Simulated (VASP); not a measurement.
# Na2S (Fm-3m) in VASP: notebook, part 2 of 2

VASP 6.6.1.

## 3. Relaxation of cell and atoms, PBEsol

The input, INCAR:

```
SYSTEM = Na2S
PREC     = Accurate       ! precision mode
ENCUT    = 500            ! plane-wave cutoff, eV
EDIFF    = 1E-7           ! SCF threshold, eV
ISMEAR   = 0              ! smearing method
SIGMA    = 0.01           ! smearing width, eV
LREAL    = .False.        ! projectors in reciprocal space
LASPH    = .True.         ! aspherical terms in the spheres
NELM     = 120            ! most SCF steps
ALGO     = Normal         ! electronic algorithm
ISIF     = 3              ! what is computed and relaxed
LWAVE    = .False.        ! write WAVECAR
LCHARG   = .False.        ! write CHGCAR
GGA      = PS             ! functional
IBRION   = 2              ! ionic algorithm
NSW      = 80             ! ionic steps
EDIFFG   = -0.001         ! ionic threshold
GGA_COMPAT= .False.      
NELMIN   = 4
```

The input, KPOINTS:

```
Automatic mesh
0
Gamma
  8 8 8
  0 0 0
```

The input, POSCAR:

```
Na2S
1.0
    0.0000000000      3.2508104152      3.2508104152
    3.2508104152      0.0000000000      3.2508104152
    3.2508104152      3.2508104152      0.0000000000
Na S
2 1
Direct
    0.2500000000      0.2500000000      0.2500000000
    0.7500000000      0.7500000000      0.7500000000
    0.0000000000      0.0000000000      0.0000000000
```

Potentials or basis: VASP PAW PBE potentials, release 64 (Na_pv, S).

Launch:

```
$ cat potpaw_PBE.64/Na_pv/POTCAR potpaw_PBE.64/S/POTCAR > POTCAR
$ mpirun -np 1 vasp_std > vasp.out
```

It took 89 s on 1 thread of Intel Xeon 8259CL, shared host; peak memory 0.21 GiB.

Results (log left out):

```yaml
Free_energy: -10.3750 eV
Relaxed_volume: 22.93 Å³/atom
Relaxed_cell: a = 4.599 Å, b = 4.599 Å, c = 4.599 Å, α = 60.00°, β = 60.00°, γ = 60.00°
Space_group_after_relaxing_to_0.1_Å: Fm-3m (No. 225)
Energy_gained_by_relaxing: 0.0 meV/atom
Ionic_steps: 3
Pressure_after_relaxing: 0.0 GPa
Band_gap_on_the_k_mesh: 2.42 eV
```

Final structure:
```
CELL_PARAMETERS angstrom
0.00000 3.25220 3.25220
3.25220 0.00000 3.25220
3.25220 3.25220 0.00000
ATOMIC_POSITIONS crystal
Na 0.25000 0.25000 0.25000
Na 0.75000 0.75000 0.75000
S 0.00000 0.00000 0.00000
```

Levels at points of the mesh, in eV from the valence-band top:
| k point | band 6 | band 7 | band 8 | band 9 | band 10 | band 11 | band 12 | band 13 | band 14 |
| --- | --- | --- | --- | --- | --- | --- | --- | --- | --- |
| (0.00, 0.00, 0.00) | -21.97 | -10.15 | 0.00 | 0.00 | 0.00 | 2.42 | 7.72 | 7.72 | 7.72 |
| (0.50, 0.00, 0.00) | -22.00 | -9.89 | -1.71 | -0.14 | -0.14 | 4.78 | 6.38 | 7.09 | 7.09 |
| (0.50, 0.50, 0.00) | -21.96 | -9.81 | -1.52 | -0.47 | -0.47 | 3.70 | 6.00 | 8.53 | 9.77 |

Caveat: the PAW data sets were made with another functional, which shifts forces and pressure a little.

## 4. Relaxation of cell and atoms, PBEsol

The input, INCAR:

```
SYSTEM = Na2S
PREC = Accurate
ENCUT = 500
EDIFF = 1E-7
ISMEAR = 0
SIGMA = 0.01
LREAL = .False.
LASPH = .True.
NELM = 120
ALGO = Normal
ISIF = 3
LWAVE = .False.
LCHARG = .False.
GGA = PS
IBRION = 2
NSW = 80
EDIFFG = -0.05
GGA_COMPAT = .False.
NELMIN = 4
```

KPOINTS is that of step 3.

POSCAR is that of step 3.

Potentials or basis: VASP PAW PBE potentials, release 64 (Na_pv, S).

Launch:

```
$ cat potpaw_PBE.64/Na_pv/POTCAR potpaw_PBE.64/S/POTCAR > POTCAR
$ mpirun -np 1 vasp_std > vasp.out
```

OUTCAR:

```text
SYSTEM = Na2S
   PREC = Accurate
   ENCUT = 500
   EDIFF = 1E-7
   ISMEAR = 0
   LREAL = .False.
   LASPH = .True.
   NELM = 120
   ISIF = 3
   GGA = PS
   IBRION = 2
   NSW = 80
   EDIFFG = -0.05
   NELMIN = 4

 ion  position               nearest neighbor table
   1  0.250  0.250  0.250-
   2  0.750  0.750  0.750-
   3  0.000  0.000  0.000-

  LATTYP: Found a face centered cubic cell.
 ALAT       =     6.5016208304

  Lattice vectors:

 A1 = (   0.0000000000,   3.2508104152,   3.2508104152)
 A2 = (   3.2508104152,   0.0000000000,   3.2508104152)
 A3 = (   3.2508104152,   3.2508104152,   0.0000000000)

Analysis of symmetry for initial positions (statically):
=====================================================================
 Subroutine PRICEL returns:
 Original cell was already a primitive cell.

 Routine SETGRP: Setting up the symmetry group for a
 face centered cubic supercell.

 Subroutine GETGRP returns: Found 48 space group operations
[... 182 lines left out ...]
      5     -21.7811      2.00000
      6     -21.7811      2.00000
      7      -9.9653      2.00000
      8       0.1888      2.00000
      9       0.1888      2.00000
     10       0.1888      2.00000
     11       2.6126      0.00000
     12       7.9126      0.00000
     13       7.9126      0.00000
     14       7.9126      0.00000
[... 377 lines left out ...]
      1     -21.8487      2.00000
      2     -21.8437      2.00000
      3     -21.8130      2.00000
      4     -21.8127      2.00000
      5     -21.7825      2.00000
      6     -21.7815      2.00000
      7      -9.6600      2.00000
      8      -1.2799      2.00000
      9      -0.4559      2.00000
     10      -0.0914      2.00000
     11       5.4610      0.00000
     12       5.9180      0.00000
     13       7.6375      0.00000
     14       7.9646      0.00000

 [... further k-points ...]

------------------------ aborting loop because EDIFF is reached ----------------------------------------

  FORCE on cell =-STRESS in cart. coord.  units (eV):
  Direction    XX          YY          ZZ          XY          YZ          ZX
  --------------------------------------------------------------------------------------
  -------------------------------------------------------------------------------------
  Total        0.0186792      0.0186792      0.0186792      0.0000000      0.0000000     -0.0000000
  in kB        0.4355749      0.4355749      0.4355749      0.0000000      0.0000000     -0.0000000
  external PRESSURE =       0.4355749 kB  Pullay stress =       0.0000000 kB

 VOLUME and BASIS-vectors are now :
 -----------------------------------------------------------------------------
  energy-cutoff  :      500.00
  volume of cell :       68.71
      direct lattice vectors                 reciprocal lattice vectors
     0.000000000  3.250810415  3.250810415    -0.153807801  0.153807801  0.153807801
     3.250810415  0.000000000  3.250810415     0.153807801 -0.153807801  0.153807801
     3.250810415  3.250810415  0.000000000     0.153807801  0.153807801 -0.153807801

 POSITION                                       TOTAL-FORCE (eV/Angst)
 -----------------------------------------------------------------------------------
      1.62541      1.62541      1.62541         0.000000      0.000000      0.000000
      4.87622      4.87622      4.87622        -0.000000     -0.000000     -0.000000
      0.00000      0.00000      0.00000         0.000000      0.000000      0.000000
 -----------------------------------------------------------------------------------
    total drift:                                0.000000      0.000000      0.000000

  FREE ENERGIE OF THE ION-ELECTRON SYSTEM (eV)
  ---------------------------------------------------
  free  energy   TOTEN  =       -10.3749504609 eV

  energy  without entropy=      -10.3749504609  energy(sigma->0) =      -10.37495046

 reached required accuracy - stopping structural energy minimisation
```

CONTCAR:

```text
Na2S
   1.00000000000000
     0.0000000000000000    3.2508104152000001    3.2508104152000001
     3.2508104152000001    0.0000000000000000    3.2508104152000001
     3.2508104152000001    3.2508104152000001    0.0000000000000000
  Na              S
     2     1
Direct
     0.2500000000000000    0.2500000000000000    0.2500000000000000
     0.7500000000000000    0.7500000000000000    0.7500000000000000
     0.0000000000000000    0.0000000000000000    0.0000000000000000

  0.00000000E+00  0.00000000E+00  0.00000000E+00
  0.00000000E+00  0.00000000E+00  0.00000000E+00
  0.00000000E+00  0.00000000E+00  0.00000000E+00
```

Wall time 50 s (1 thread of Intel Xeon 8259CL, shared host); peak memory 0.2 GiB.

Results:

```yaml
Free_energy: -10.3750 eV
Pressure_after_relaxing: 0.0 GPa
Band_gap_on_the_k_mesh: 2.42 eV
```

Final structure:
```
Na S
1.0
     0.00000    3.25081    3.25081
     3.25081    0.00000    3.25081
     3.25081    3.25081    0.00000
Na S
2 1
Cartesian
  1.6254 1.6254 1.6254
  4.8762 4.8762 4.8762
  0.0000 0.0000 0.0000
```

Levels at points of the mesh, in eV from the valence-band top:
```tsv
k point	band 6	band 7	band 8	band 9	band 10	band 11	band 12	band 13	band 14
(0.00, 0.00, 0.00)	-21.97	-10.15	0.00	0.00	0.00	2.42	7.72	7.72	7.72
(0.50, 0.00, 0.00)	-22.00	-9.89	-1.71	-0.14	-0.14	4.78	6.39	7.10	7.10
(0.50, 0.50, 0.00)	-21.95	-9.81	-1.52	-0.47	-0.47	3.71	6.00	8.54	9.78
```

Caveat: the relaxation stopped at its first step, so nothing moved; the PAW data sets were made with another functional, which shifts forces and pressure a little. A k mesh can miss the band edges.
